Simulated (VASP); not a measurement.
# PtSe2 (R-3m) in VASP: further runs

PtSe2 is run at these levels: PBE-based screened hybrid with 50 % exact exchange, PBE-based screened hybrid with 100 % exact exchange; tasks: single point.

Program: VASP 6.6.1. These are calculated values, not measurements. Logs are shortened: lines on timing, memory, paths and dates and some standing lists are left out, and cuts for length are marked.

## Step 1: The cell of the first run

The structure is trigonal, space group R-3m (No. 166). Conventional cell: a = 3.691 Å, b = 3.691 Å, c = 17.282 Å, α = 90.00°, β = 90.00°, γ = 120.00°. Pt (site symmetry -3m) has 6 Se at 2.51 Å within 3.3 Å. Se (site symmetry 3m) has 3 Pt at 2.51 Å and 3 Se at 3.40 Å within 3.4 Å.

## Step 2: Single point, PBE-based screened hybrid with 50 % exact exchange

Input file POSCAR:

```
PtSe2
1.0
    1.8457016919      1.0656163687      5.7607123393
   -1.8457016919      1.0656163687      5.7607123393
    0.0000000000     -2.1312327373      5.7607123393
Pt Se
1 2
Direct
    0.0000000000      0.0000000000      0.0000000000
    0.2567812155      0.2567812155      0.2567812155
    0.7432187845      0.7432187845      0.7432187845
```

Input file INCAR.step1:

```
SYSTEM = PtSe2
ALGO = Normal
EDIFF = 1E-5
ENCUT = 400
GGA = PE
GGA_COMPAT = .FALSE.
ISIF = 2
ISMEAR = 0
LASPH = .TRUE.
LCHARG = .FALSE.
LREAL = .FALSE.
LWAVE = .TRUE.
NBANDS = 18
NELM = 120
PREC = Accurate
SIGMA = 0.01
```

Input file INCAR.step2:

```
SYSTEM = PtSe2
AEXX = 0.5
ALGO = Normal
EDIFF = 1E-6
ENCUT = 400
GGA = PE
GGA_COMPAT = .FALSE.
HFSCREEN = 0.2078
ISIF = 2
ISMEAR = 0
ISTART = 1
LASPH = .TRUE.
LCHARG = .FALSE.
LHFCALC = .TRUE.
LREAL = .FALSE.
LWAVE = .FALSE.
NBANDS = 18
NELM = 120
PREC = Accurate
PRECFOCK = Normal
SIGMA = 0.01
```

Input file KPOINTS:

```
k-points
0
G
  4 4 4
  0 0 0
```

Potentials or basis: VASP PAW PBE potentials, release 64 (Pt, Se).

Launch:

```console
$ cat potpaw_PBE.64/Pt/POTCAR potpaw_PBE.64/Se/POTCAR > POTCAR
$ cp INCAR.step1 INCAR
$ mpirun -np 1 vasp_std > vasp.out
$ cp INCAR.step2 INCAR
$ mpirun -np 1 vasp_std > vasp.out
```

OUTCAR:

```text
SYSTEM = PtSe2
   AEXX = 0.5
   EDIFF = 1E-6
   ENCUT = 400
   GGA = PE
   HFSCREEN = 0.2078
   ISIF = 2
   ISMEAR = 0
   ISTART = 1
   LASPH = .TRUE.
   LHFCALC = .TRUE.
   LREAL = .FALSE.
   NELM = 120
   PREC = Accurate
   PRECFOCK = Normal

 ion  position               nearest neighbor table
   1  0.000  0.000  0.000-   3 2.51   2 2.51   3 2.51   3 2.51   2 2.51   2 2.51
   2  0.257  0.257  0.257-   1 2.51   1 2.51   1 2.51
   3  0.743  0.743  0.743-   1 2.51   1 2.51   1 2.51

  LATTYP: Found a trigonal (rhomboedric) cell.
 ALAT       =     6.1423089825
 COS(alpha) =     0.8194116635

  Lattice vectors:

 A1 = (   1.8457016919,   1.0656163687,   5.7607123393)
 A2 = (  -1.8457016919,   1.0656163687,   5.7607123393)
 A3 = (   0.0000000000,  -2.1312327373,   5.7607123393)

Analysis of symmetry for initial positions (statically):
=====================================================================
 Subroutine PRICEL returns:
 Original cell was already a primitive cell.

 Routine SETGRP: Setting up the symmetry group for a
 trigonal (rhombohedral) supercell.

 Subroutine GETGRP returns: Found 12 space group operations
 (whereof 12 operations were pure point group operations)
 out of a pool of 12 trial point group operations.

The static configuration has the point symmetry D_3d.

Analysis of symmetry for dynamics (positions and initial velocities):
=====================================================================
 Subroutine PRICEL returns:
 Original cell was already a primitive cell.

 Routine SETGRP: Setting up the symmetry group for a
 trigonal (rhombohedral) supercell.

 Subroutine GETGRP returns: Found 12 space group operations
 (whereof 12 operations were pure point group operations)
 out of a pool of 12 trial point group operations.

The dynamic configuration has the point symmetry D_3d.

 Subroutine INISYM returns: Found 12 space group operations
 (whereof 12 operations are pure point group operations),
 and found     1 'primitive' translations

----------------------------------------------------------------------------------------

                                     Primitive cell

  volume of cell :      67.9814

  direct lattice vectors                    reciprocal lattice vectors
     1.845701692  1.065616369  5.760712339     0.270899681  0.156404004  0.057863214
    -1.845701692  1.065616369  5.760712339    -0.270899681  0.156404004  0.057863214
     0.000000000 -2.131232737  5.760712339     0.000000000 -0.312808008  0.057863214

  length of vectors
     6.142308983  6.142308983  6.142308983     0.318114761  0.318114761  0.318114761

  position of ions in fractional coordinates (direct lattice)
     0.000000000  0.000000000  0.000000000
     0.256781215  0.256781215  0.256781215
     0.743218785  0.743218785  0.743218785

  ion indices of the primitive-cell ions
   primitive index   ion index
                 1           1
                 2           2
                 3           3

----------------------------------------------------------------------------------------

 KPOINTS: k-points

Automatic generation of k-mesh.
 Grid dimensions read from file:
 generate k-points for:    4    4    4

 Generating k-lattice:

  Cartesian coordinates                     Fractional coordinates (reciprocal lattice)
     0.067724920  0.039101001  0.014465804     0.250000000  0.000000000  0.000000000
    -0.067724920  0.039101001  0.014465804     0.000000000  0.250000000  0.000000000
     0.000000000 -0.078202002  0.014465804     0.000000000  0.000000000  0.250000000

  Length of vectors
     0.079528690  0.079528690  0.079528690

  Shift w.r.t. Gamma in fractional coordinates (k-lattice)
     0.000000000  0.000000000  0.000000000

 Subroutine IBZKPT returns following result:
 ===========================================

 Found     13 irreducible k-points:

 Following reciprocal coordinates:
            Coordinates               Weight
  0.000000  0.000000  0.000000      1.000000
  0.250000 -0.000000 -0.000000      6.000000
  0.500000 -0.000000 -0.000000      3.000000
  0.250000  0.250000 -0.000000      6.000000
  0.500000  0.250000 -0.000000     12.000000
 -0.250000  0.250000  0.000000      6.000000
  0.500000  0.500000 -0.000000      3.000000
  0.250000  0.250000  0.250000      2.000000
  0.500000  0.250000  0.250000      6.000000
 -0.250000  0.250000  0.250000      6.000000
  0.500000  0.500000  0.250000      6.000000
 -0.250000  0.500000  0.250000      6.000000
  0.500000  0.500000  0.500000      1.000000
   k-points           NKPTS =     13   k-points in BZ     NKDIM =     64   number of bands    NBANDS=     18
   number of dos      NEDOS =    301   number of ions     NIONS =      3
   total plane-waves  NPLWV =  64000
   dimension x,y,z NGX =    40 NGY =   40 NGZ =   40
   dimension x,y,z NGXF=    80 NGYF=   80 NGZF=   80
   ions per type =               1   2
   NGX,Y,Z   is equivalent  to a cutoff of  10.83, 10.83, 10.83 a.u.
   NGXF,Y,Z  is equivalent  to a cutoff of  21.65, 21.65, 21.65 a.u.
 SYSTEM =  PtSe2
   PREC   = accura    normal or accurate (medium, high low for compatibility)
   ISTART =      1    job   : 0-new  1-cont  2-samecut
   ICHARG =      0    charge: 1-file 2-atom 10-const
   ISPIN  =      1    spin polarized calculation?
   LNONCOLLINEAR =      F non collinear calculations
   LSORBIT =      F    spin-orbit coupling
   LASPH  =      T    aspherical Exc in radial PAW
   ENCUT  =  400.0 eV  29.40 Ry    5.42 a.u.  10.02 10.02 10.02*2*pi/ulx,y,z
   NELM   =    120;   NELMIN=  2; NELMDL=  0     # of ELM steps
   EDIFF  = 0.1E-05   stopping-criterion for ELM
   LREAL  =      F    real-space projection
   EDIFFG = 0.1E-04   stopping-criterion for IOM
   NSW    =      0    number of steps for IOM
   IBRION =     -1    ionic relax: 0-MD 1-quasi-New 2-CG
   NFREE  =      0    steps in history (QN), initial steepest desc. (CG)
   ISIF   =      2    stress and relaxation
   ISYM   =      3    0-nonsym 1-usesym 2-fastsym
   POTIM  = 0.5000    time-step for ionic-motion
   TEBEG  =    0.0;   TEEND  =   0.0 temperature during run
   PSTRESS=    0.0 pullay stress
   NELECT =      22.0000    total number of electrons
   NUPDOWN=      -1.0000    fix difference up-down
   EMIN   =  10.00;   EMAX   =-10.00  energy-range for DOS
   EFERMI =   0.00;   METHOD = LEGACY
   ISMEAR =     0;   SIGMA  =   0.01  broadening in eV -4-tet -1-fermi 0-gaus
   EFERMI_NEDOS =   21; number of points for ismear=-14 and -15
   IALGO  =     38    algorithm
   IMIX   =      1    mixing-type and parameters
     AMIX     =   0.40;   BMIX     =  1.00
     AMIX_MAG =   1.60;   BMIX_MAG =  1.00
  volume/ion in A,a.u.               =      22.66       152.92
  Fermi-wavevector in a.u.,A,eV,Ry     =   1.123964  2.123984 17.188177  1.263295
  Thomas-Fermi vector in A             =   2.260633
   LORBIT       =      0    0 simple, 1 ext, 2 COOP (PROOUT), +10 PAW based schemes
   GGA     = PE    functional components
   LHFCALC =     T    Hartree Fock is set to
   PRECFOCK=normal    Normal, Fast or Accurate (Low or Medium for compatibility)
   ENCUT4O =  -1.0   cutoff for four orbital integrals eV
   NKREDX  =     1    reduce k-point grid by
   NKREDY  =     1    reduce k-point grid by
   NKREDZ  =     1    reduce k-point grid by
   AEXX    =    0.5000 exact exchange contribution
   HFSCREEN=    0.2078 screening length (either q_TF or 0.3 A-1)
   HFSCREENC=   0.2078 screening length for correlation (either q_TF or 0.3 A-1)
   ENCUTFOCK=  -1.0 apply spherical cutoff to Coloumb kernel
   IVDW    =     0    specifies the selected vdW correction
   LEPSILON=     F    determine dielectric tensor
   LRPA    =     F    only Hartree local field effects (RPA)
 non-spin polarized calculation
 Gauss-broadening in eV      SIGMA  =   0.01
  energy-cutoff  :      400.00
  volume of cell :       67.98
 maximum number of plane-waves:      1254
  NGX = 32; NGY = 32; NGZ = 32

 number of electron      21.9999997 magnetization

 Free energy of the ion-electron system (eV)
  ---------------------------------------------------
  ext. energy  EPLUGINS =         0.00000000
  ---------------------------------------------------
  free energy    TOTEN  =       -20.44256400 eV

  energy without entropy =      -20.44256400  energy(sigma->0) =      -20.44256400

 E-fermi :   4.2625     XC(G=0):  -6.5239

 val. band max:        4.1264611590   @ k =   0.0000   0.0000   0.0000
 cond. band min:       5.4082280085   @ k =  -0.2500   0.2500   0.0000
 fundamental gap:      1.2817668495
 Fermi energy:         4.2625197390

 k-point     1 :       0.0000    0.0000    0.0000
  band No.  band energies     occupation
      1     -13.7483      2.00000
      2     -11.1499      2.00000
      3      -4.0671      2.00000
      4      -3.1772      2.00000
      5      -3.1772      2.00000
      6      -1.2866      2.00000
[... 10 lines left out ...]
     17      13.3638      0.00000
     18      17.0504      0.00000

 k-point     2 :       0.2500   -0.0000   -0.0000
  band No.  band energies     occupation
      1     -12.9591      2.00000
      2     -11.3022      2.00000
      3      -3.5248      2.00000
      4      -2.8543      2.00000
      5      -2.6883      2.00000
      6      -1.9640      2.00000
[... 10 lines left out ...]
     17      14.8653      0.00000
     18      15.6950      0.00000

 k-point     3 :       0.5000   -0.0000   -0.0000
  band No.  band energies     occupation
      1     -11.8839      2.00000
      2     -11.4689      2.00000
      3      -4.3434      2.00000
      4      -2.6256      2.00000
      5      -2.5022      2.00000
      6      -1.1337      2.00000
[... 10 lines left out ...]
     17      15.7640      0.00000
     18      16.2300      0.00000

 k-point     4 :       0.2500    0.2500   -0.0000
  band No.  band energies     occupation
      1     -12.9138      2.00000
      2     -11.3732      2.00000
      3      -3.2566      2.00000
      4      -3.1358      2.00000
      5      -2.6807      2.00000
      6      -1.9640      2.00000
[... 144 lines left out ...]
      4      -2.7330      2.00000
      5      -2.6476      2.00000
      6      -2.0440      2.00000
[... 10 lines left out ...]
     17      15.1830      0.00000
     18      15.3358      0.00000

 k-point    12 :      -0.2500    0.5000    0.2500
  band No.  band energies     occupation
      1     -11.7743      2.00000
      2     -11.5860      2.00000
      3      -3.5728      2.00000
      4      -3.3447      2.00000
      5      -2.2284      2.00000
      6      -1.7752      2.00000
[... 10 lines left out ...]
     17      14.0189      0.00000
     18      16.1993      0.00000

 k-point    13 :       0.5000    0.5000    0.5000
  band No.  band energies     occupation
      1     -13.4962      2.00000
      2     -11.6688      2.00000
      3      -3.1582      2.00000
      4      -3.1582      2.00000
      5      -3.1488      2.00000
      6      -1.2720      2.00000
[... 10 lines left out ...]
     17      13.9275      0.00000
     18      14.7860      0.00000

------------------------ aborting loop because EDIFF is reached ----------------------------------------

  FORCE on cell =-STRESS in cart. coord.  units (eV):
  Direction    XX          YY          ZZ          XY          YZ          ZX
  --------------------------------------------------------------------------------------
  -------------------------------------------------------------------------------------
  Total       -2.2504247     -2.2504247     -1.4765833      0.0000000     -0.0000000     -0.0000000
  in kB      -53.0377668    -53.0377668    -34.7999567      0.0000000     -0.0000000     -0.0000000
  external PRESSURE =     -46.9584968 kB  Pullay stress =       0.0000000 kB

 VOLUME and BASIS-vectors are now :
 -----------------------------------------------------------------------------
  energy-cutoff  :      400.00
  volume of cell :       67.98
      direct lattice vectors                 reciprocal lattice vectors
     1.845701692  1.065616369  5.760712339     0.270899681  0.156404004  0.057863214
    -1.845701692  1.065616369  5.760712339    -0.270899681  0.156404004  0.057863214
     0.000000000 -2.131232737  5.760712339     0.000000000 -0.312808008  0.057863214

 POSITION                                       TOTAL-FORCE (eV/Angst)
 -----------------------------------------------------------------------------------
      0.00000      0.00000      0.00000         0.000000     -0.000000     -0.000000
      0.00000      0.00000      4.43773         0.000000      0.000000      0.777753
      0.00000      0.00000     12.84441         0.000000     -0.000000     -0.777753
 -----------------------------------------------------------------------------------
    total drift:                               -0.000001     -0.000000      0.000002

  FREE ENERGIE OF THE ION-ELECTRON SYSTEM (eV)
  ---------------------------------------------------
  free  energy   TOTEN  =       -20.4425640025 eV

  energy  without entropy=      -20.4425640025  energy(sigma->0) =      -20.44256400
```

Run time: 32 min. Hardware: 1 thread of Intel Xeon 6975P-C (Granite Rapids), shared host; peak memory 0.35 GiB.

What came out:

- Free energy: -20.4426 eV
- Pressure: -4.7 GPa
- Largest force: 0.778 eV/Å
- Band gap on the k mesh: 1.28 eV (least direct gap 2.21 eV)

Forces on the atoms (eV/Å):
```
Pt   0.000  0.000  0.000
Se   0.000  0.000  0.778
Se   0.000  0.000 -0.778
```

Stress tensor (GPa, compression positive):
```
-5.30  0.00  0.00
 0.00 -5.30  0.00
 0.00  0.00 -3.48
```

Caveat: the k points lie up to 0.50 Å⁻¹ apart; the PAW data sets were made with another functional, which shifts forces and pressure a little; spin-orbit coupling is left out, which moves the levels of the heavy elements.

## Step 3: Single point, PBE-based screened hybrid with 100 % exact exchange

POSCAR is that of step 2.

Input file INCAR.step1:

```
PREC = Accurate ; ENCUT = 400
EDIFF = 1E-5 ; ISMEAR = 0
SIGMA = 0.01 ; LREAL = False
LASPH = True ; NELM = 120
ALGO = Normal ; ISIF = 2
LWAVE = True ; LCHARG = False
NBANDS = 18 ; GGA = PE
GGA_COMPAT = False
```

Input file INCAR.step2:

```
PREC = Accurate ; ENCUT = 400
EDIFF = 1E-6 ; ISMEAR = 0
SIGMA = 0.01 ; LREAL = False
LASPH = True ; NELM = 120
ALGO = Normal ; ISIF = 2
LWAVE = False ; LCHARG = False
GGA = PE ; LHFCALC = True
AEXX = 1.0 ; HFSCREEN = 0.5
PRECFOCK = Normal ; NBANDS = 18
ISTART = 1 ; ALDAC = 1.0
AGGAC = 1.0 ; GGA_COMPAT = False
```

Input file KPOINTS:

```
Automatic mesh
0
Gamma
  4 4 4
```

Potentials or basis: VASP PAW PBE potentials, release 64 (Pt, Se).

Launch:

```console
$ cat potpaw_PBE.64/Pt/POTCAR potpaw_PBE.64/Se/POTCAR > POTCAR
$ cp INCAR.step1 INCAR
$ mpirun -np 1 vasp_std > vasp.out
$ cp INCAR.step2 INCAR
$ mpirun -np 1 vasp_std > vasp.out
```

It took 31 min on 1 thread of Intel Xeon 6975P-C (Granite Rapids), shared host; peak memory 0.34 GiB.

The run converged. Its results:

```
Free energy            : -21.1426 eV
Pressure               : -7.9 GPa
Largest force          : 1.119 eV/Å
Band gap on the k mesh : 1.15 eV (least direct gap 2.23 eV)
```

Forces in eV/Å, atoms in the order of the input:
```
Pt   0.000  0.000  0.000
Se   0.000  0.000  1.119
Se   0.000  0.000 -1.119
```

Stress tensor (GPa, compression positive):
```
-8.86  0.00  0.00
 0.00 -8.86  0.00
 0.00  0.00 -5.88
```

Levels at points of the mesh, in eV from the valence-band top:
```tsv
k point	band 9	band 10	band 11	band 12	band 13	band 14
(0.00, 0.00, 0.00)	-0.73	-0.73	0.00	3.31	3.31	6.00
(0.50, 0.00, 0.00)	-4.08	-3.10	-2.98	2.38	2.80	6.70
(0.50, 0.50, 0.00)	-4.08	-3.25	-2.28	3.48	3.58	4.77
(0.50, 0.50, 0.50)	-2.60	-0.95	-0.95	3.52	3.52	6.54
```

Caveat: the k points lie up to 0.50 Å⁻¹ apart; the PAW data sets were made with another functional, which shifts forces and pressure a little; spin-orbit coupling is left out, which moves the levels of the heavy elements.
